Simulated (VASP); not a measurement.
TiO2, 6 atoms in the cell. The typed cell holds 6 atoms: a = 3.897 Å, b = 3.897 Å, c = 5.702 Å, α = 109.98°, β = 109.98°, γ = 90.00°.  This cell differs from its parent crystal: atoms shifted along a free coordinate.

```yaml
Program: VASP 6.6.1
Task: single point
Functional: PBE
Potentials_or_basis: VASP PAW PBE potentials, release 64 (Ti_sv, O)
Cutoff: 520 eV
k_mesh: 6 × 6 × 6
Occupations: gaussian, width 0.05 eV
Spin: no spin polarisation
Hubbard_terms: Ti d U = 4.0 eV
Dipole_correction: no
Further_INCAR_settings: ALGO = Normal; EDIFF = 1e-06; NBANDS = 33
```

Potentials or basis: VASP PAW PBE potentials, release 64 (Ti_sv, O).

Command:

```sh
$ cat potpaw_PBE.64/Ti_sv/POTCAR potpaw_PBE.64/O/POTCAR > POTCAR
$ mpirun -np 1 vasp_std > vasp.out
```

Hardware: 1 thread of Intel(R) Xeon(R) 6975P-C (Granite Rapids) (shared host).

Question: Estimate the wall time of this run.

Answer: It took 110 s on 1 thread of Intel(R) Xeon(R) 6975P-C (Granite Rapids) (shared host), peak memory 0.27 GiB. Counts: scf iterations 16, k points 68.
